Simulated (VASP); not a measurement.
# AlN (Fm-3m) in VASP: single point with PBE

Aim: the single point of AlN with PBE.

All numbers are computed with VASP 6.6.1; they aren't measurements. Logs are shortened: lines on timing, memory, paths and dates and some standing lists are left out, and cuts for length are marked.

**1. The cell of the first run**

It takes space group Fm-3m (No. 225, cubic). Conventional cell: a = 4.069 Å, b = 4.069 Å, c = 4.069 Å, α = 90.00°, β = 90.00°, γ = 90.00°. Within 2.7 Å of Al (site symmetry m-3m) lie 6 N at 2.03 Å. N (site symmetry m-3m) has 6 Al at 2.03 Å within 2.7 Å.

**2. Single point, PBE**

Input file INCAR:

```
  PREC = Accurate
  ENCUT = 600
  EDIFF = 1E-6
  ISMEAR = 0
  SIGMA = 0.01
  LREAL = False
  LASPH = True
  NELM = 120
  ALGO = Normal
  ISIF = 2
  LWAVE = False
  LCHARG = False
  GGA = PE
  NBANDS = 11
  GGA_COMPAT = False
```

Input file KPOINTS:

```
Automatic mesh
0
Gamma
  5 5 5
```

Input file POSCAR:

```
AlN
1.0
    0.0000000000      2.0345180000      2.0345180000
    2.0345180000      0.0000000000      2.0345180000
    2.0345180000      2.0345180000      0.0000000000
Al N
1 1
Direct
    0.5000000000      0.5000000000      0.5000000000
    0.0000000000      0.0000000000      0.0000000000
```

Potentials or basis: VASP PAW PBE potentials, release 64 (Al, N).

Launch:

```bash
$ cat potpaw_PBE.64/Al/POTCAR potpaw_PBE.64/N/POTCAR > POTCAR
$ mpirun -np 1 vasp_std > vasp.out
```

OUTCAR:

```text
PREC = Accurate
   ENCUT = 600
   EDIFF = 1E-6
   ISMEAR = 0
   LREAL = False
   LASPH = True
   NELM = 120
   ISIF = 2
   GGA = PE

 ion  position               nearest neighbor table
   1  0.500  0.500  0.500-   2 2.03   2 2.03   2 2.03   2 2.03   2 2.03   2 2.03
   2  0.000  0.000  0.000-   1 2.03   1 2.03   1 2.03   1 2.03   1 2.03   1 2.03

  LATTYP: Found a face centered cubic cell.
 ALAT       =     4.0690360000

  Lattice vectors:

 A1 = (   0.0000000000,   2.0345180000,   2.0345180000)
 A2 = (   2.0345180000,   0.0000000000,   2.0345180000)
 A3 = (   2.0345180000,   2.0345180000,   0.0000000000)

Analysis of symmetry for initial positions (statically):
=====================================================================
 Subroutine PRICEL returns:
 Original cell was already a primitive cell.

 Routine SETGRP: Setting up the symmetry group for a
 face centered cubic supercell.

 Subroutine GETGRP returns: Found 48 space group operations
 (whereof 48 operations were pure point group operations)
 out of a pool of 48 trial point group operations.

The static configuration has the point symmetry O_h .

Analysis of symmetry for dynamics (positions and initial velocities):
=====================================================================
 Subroutine PRICEL returns:
 Original cell was already a primitive cell.

 Routine SETGRP: Setting up the symmetry group for a
 face centered cubic supercell.

 Subroutine GETGRP returns: Found 48 space group operations
 (whereof 48 operations were pure point group operations)
 out of a pool of 48 trial point group operations.

The dynamic configuration has the point symmetry O_h .

 Subroutine INISYM returns: Found 48 space group operations
 (whereof 48 operations are pure point group operations),
 and found     1 'primitive' translations

----------------------------------------------------------------------------------------

                                     Primitive cell

  volume of cell :      16.8428

  direct lattice vectors                    reciprocal lattice vectors
     0.000000000  2.034518000  2.034518000    -0.245758455  0.245758455  0.245758455
     2.034518000  0.000000000  2.034518000     0.245758455 -0.245758455  0.245758455
     2.034518000  2.034518000  0.000000000     0.245758455  0.245758455 -0.245758455

  length of vectors
     2.877242948  2.877242948  2.877242948     0.425666130  0.425666130  0.425666130

  position of ions in fractional coordinates (direct lattice)
[... 8 lines left out ...]
----------------------------------------------------------------------------------------

 KPOINTS: Automatic mesh

Automatic generation of k-mesh.
 Grid dimensions read from file:
 generate k-points for:    5    5    5

 Generating k-lattice:

  Cartesian coordinates                     Fractional coordinates (reciprocal lattice)
    -0.049151691  0.049151691  0.049151691     0.200000000  0.000000000  0.000000000
     0.049151691 -0.049151691  0.049151691     0.000000000  0.200000000  0.000000000
     0.049151691  0.049151691 -0.049151691     0.000000000  0.000000000  0.200000000

  Length of vectors
     0.085133226  0.085133226  0.085133226

  Shift w.r.t. Gamma in fractional coordinates (k-lattice)
     0.000000000  0.000000000  0.000000000

 Subroutine IBZKPT returns following result:
 ===========================================

 Found     10 irreducible k-points:

 Following reciprocal coordinates:
            Coordinates               Weight
  0.000000  0.000000  0.000000      1.000000
  0.200000  0.000000  0.000000      8.000000
  0.400000  0.000000  0.000000      8.000000
  0.200000  0.200000  0.000000      6.000000
  0.400000  0.200000  0.000000     24.000000
 -0.400000  0.200000  0.000000     24.000000
 -0.200000  0.200000  0.000000     12.000000
  0.400000  0.400000  0.000000      6.000000
 -0.400000  0.400000  0.000000     12.000000
 -0.400000  0.400000  0.200000     24.000000
   k-points           NKPTS =     10   k-points in BZ     NKDIM =     10   number of bands    NBANDS=     11
   number of dos      NEDOS =    301   number of ions     NIONS =      2
   total plane-waves  NPLWV =  13824
   dimension x,y,z NGX =    24 NGY =   24 NGZ =   24
   dimension x,y,z NGXF=    48 NGYF=   48 NGZF=   48
   ions per type =               1   1
   NGX,Y,Z   is equivalent  to a cutoff of  13.87, 13.87, 13.87 a.u.
   NGXF,Y,Z  is equivalent  to a cutoff of  27.73, 27.73, 27.73 a.u.
 SYSTEM =  unknown system
   PREC   = accura    normal or accurate (medium, high low for compatibility)
   ISTART =      0    job   : 0-new  1-cont  2-samecut
   ICHARG =      2    charge: 1-file 2-atom 10-const
   ISPIN  =      1    spin polarized calculation?
   LNONCOLLINEAR =      F non collinear calculations
   LSORBIT =      F    spin-orbit coupling
   LASPH  =      T    aspherical Exc in radial PAW
   ENCUT  =  600.0 eV  44.10 Ry    6.64 a.u.   5.75  5.75  5.75*2*pi/ulx,y,z
   NELM   =    120;   NELMIN=  2; NELMDL= -5     # of ELM steps
   EDIFF  = 0.1E-05   stopping-criterion for ELM
   LREAL  =      F    real-space projection
   EDIFFG = 0.1E-04   stopping-criterion for IOM
   NSW    =      0    number of steps for IOM
   IBRION =     -1    ionic relax: 0-MD 1-quasi-New 2-CG
   NFREE  =      0    steps in history (QN), initial steepest desc. (CG)
   ISIF   =      2    stress and relaxation
   ISYM   =      2    0-nonsym 1-usesym 2-fastsym
   POTIM  = 0.5000    time-step for ionic-motion
   TEBEG  =    0.0;   TEEND  =   0.0 temperature during run
   PSTRESS=    0.0 pullay stress
   NELECT =       8.0000    total number of electrons
   NUPDOWN=      -1.0000    fix difference up-down
   EMIN   =  10.00;   EMAX   =-10.00  energy-range for DOS
   EFERMI =   0.00;   METHOD = LEGACY
   ISMEAR =     0;   SIGMA  =   0.01  broadening in eV -4-tet -1-fermi 0-gaus
   EFERMI_NEDOS =   21; number of points for ismear=-14 and -15
   IALGO  =     38    algorithm
   IMIX   =      4    mixing-type and parameters
     AMIX     =   0.40;   BMIX     =  1.00
     AMIX_MAG =   1.60;   BMIX_MAG =  1.00
  volume/ion in A,a.u.               =       8.42        56.83
  Fermi-wavevector in a.u.,A,eV,Ry     =   1.277321  2.413786 22.198561  1.631548
  Thomas-Fermi vector in A             =   2.409927
   LORBIT       =      0    0 simple, 1 ext, 2 COOP (PROOUT), +10 PAW based schemes
   GGA     = PE    functional components
   LHFCALC =     F    Hartree Fock is set to
   AEXX    =    0.0000 exact exchange contribution
   IVDW    =     0    specifies the selected vdW correction
   LEPSILON=     F    determine dielectric tensor
   LRPA    =     F    only Hartree local field effects (RPA)
 non-spin polarized calculation
 Gauss-broadening in eV      SIGMA  =   0.01
  energy-cutoff  :      600.00
  volume of cell :       16.84
 maximum number of plane-waves:       568
   NGX = 11   NGY = 11   NGZ = 11

 number of electron       7.9999999 magnetization

 Free energy of the ion-electron system (eV)
  ---------------------------------------------------
  ext. energy  EPLUGINS =         0.00000000
  ---------------------------------------------------
  free energy    TOTEN  =       -14.52777253 eV

  energy without entropy =      -14.52777253  energy(sigma->0) =      -14.52777253

 E-fermi :   9.7912     XC(G=0): -12.1939

 val. band max:        9.7343340414   @ k =   0.0000   0.0000   0.0000
 cond. band min:      14.7595922457   @ k =   0.4000   0.4000   0.0000
 fundamental gap:      5.0252582043
 Fermi energy:         9.7911951831

 k-point     1 :       0.0000    0.0000    0.0000
  band No.  band energies     occupation
      1      -7.6535      2.00000
      2       9.7343      2.00000
      3       9.7343      2.00000
      4       9.7343      2.00000
      5      15.1357      0.00000
      6      21.8245      0.00000
      7      21.8245      0.00000
      8      21.8245      0.00000
      9      26.9148      0.00000
     10      27.3683      0.00000
     11      27.3683      0.00000

 k-point     2 :       0.2000    0.0000    0.0000
  band No.  band energies     occupation
      1      -6.8661      2.00000
      2       6.5925      2.00000
      3       9.3288      2.00000
      4       9.3288      2.00000
      5      16.4662      0.00000
      6      20.3785      0.00000
      7      22.2437      0.00000
      8      22.2437      0.00000
      9      25.1840      0.00000
     10      25.1840      0.00000
     11      27.0249      0.00000

 k-point     3 :       0.4000    0.0000    0.0000
  band No.  band energies     occupation
      1      -4.9771      2.00000
      2       2.3760      2.00000
      3       8.7759      2.00000
      4       8.7759      2.00000
      5      15.8810      0.00000
      6      20.8042      0.00000
      7      20.8042      0.00000
      8      22.3307      0.00000
      9      25.7200      0.00000
     10      28.8781      0.00000
     11      28.8781      0.00000

 k-point     4 :       0.2000    0.2000    0.0000
  band No.  band energies     occupation
      1      -6.6109      2.00000
      2       6.9312      2.00000
      3       8.5656      2.00000
      4       8.5656      2.00000
      5      17.3851      0.00000
      6      18.1235      0.00000
      7      21.0570      0.00000
      8      23.7402      0.00000
      9      23.7402      0.00000
     10      28.6211      0.00000
     11      30.6419      0.00000
[... 43 lines left out ...]
 k-point     8 :       0.4000    0.4000    0.0000
  band No.  band energies     occupation
      1      -4.1650      2.00000
      2       3.2605      2.00000
      3       7.1800      2.00000
      4       7.1800      2.00000
      5      14.7596      0.00000
      6      15.4018      0.00000
      7      22.8162      0.00000
      8      26.2325      0.00000
      9      26.2325      0.00000
     10      31.7667      0.00000
     11      36.0493      0.00000

 k-point     9 :      -0.4000    0.4000    0.0000
  band No.  band energies     occupation
      1      -3.4584      2.00000
      2       3.0172      2.00000
      3       4.9612      2.00000
      4       7.3067      2.00000
      5      15.0865      0.00000
      6      17.8075      0.00000
      7      22.7385      0.00000
      8      24.8276      0.00000
      9      25.8942      0.00000
     10      32.9111      0.00000
     11      35.0170      0.00000

 k-point    10 :      -0.4000    0.4000    0.2000
  band No.  band energies     occupation
      1      -3.7698      2.00000
      2       3.4793      2.00000
      3       5.0473      2.00000
      4       6.7861      2.00000
      5      17.5137      0.00000
      6      19.1257      0.00000
      7      20.2026      0.00000
      8      23.2667      0.00000
      9      27.4414      0.00000
     10      29.4233      0.00000
     11      35.1707      0.00000

------------------------ aborting loop because EDIFF is reached ----------------------------------------

  FORCE on cell =-STRESS in cart. coord.  units (eV):
  Direction    XX          YY          ZZ          XY          YZ          ZX
  --------------------------------------------------------------------------------------
  -------------------------------------------------------------------------------------
  Total       -0.0180631     -0.0180631     -0.0180631      0.0000000      0.0000000     -0.0000000
  in kB       -1.7182614     -1.7182614     -1.7182614      0.0000000      0.0000000     -0.0000000
  external PRESSURE =      -1.7182614 kB  Pullay stress =       0.0000000 kB

 VOLUME and BASIS-vectors are now :
 -----------------------------------------------------------------------------
  energy-cutoff  :      600.00
  volume of cell :       16.84
      direct lattice vectors                 reciprocal lattice vectors
     0.000000000  2.034518000  2.034518000    -0.245758455  0.245758455  0.245758455
     2.034518000  0.000000000  2.034518000     0.245758455 -0.245758455  0.245758455
     2.034518000  2.034518000  0.000000000     0.245758455  0.245758455 -0.245758455

 POSITION                                       TOTAL-FORCE (eV/Angst)
 -----------------------------------------------------------------------------------
      2.03452      2.03452      2.03452         0.000000      0.000000     -0.000000
      0.00000      0.00000      0.00000         0.000000     -0.000000      0.000000
 -----------------------------------------------------------------------------------
    total drift:                                0.000000     -0.000000     -0.000000

  FREE ENERGIE OF THE ION-ELECTRON SYSTEM (eV)
  ---------------------------------------------------
  free  energy   TOTEN  =       -14.5277725345 eV

  energy  without entropy=      -14.5277725345  energy(sigma->0) =      -14.52777253
```

Run time: 2.5 s. Hardware: 1 thread of Intel Xeon Platinum 8559C (Emerald Rapids), shared host; peak memory 0.13 GiB.

Results:

- Free energy: -14.5278 eV
- Pressure: -0.2 GPa
- Band gap on the k mesh: 5.03 eV, indirect (least direct gap 5.40 eV)

Caveat: the k points lie up to 0.53 Å⁻¹ apart. Expect the measured gap to be larger: semilocal functionals such as PBE lack the derivative discontinuity.
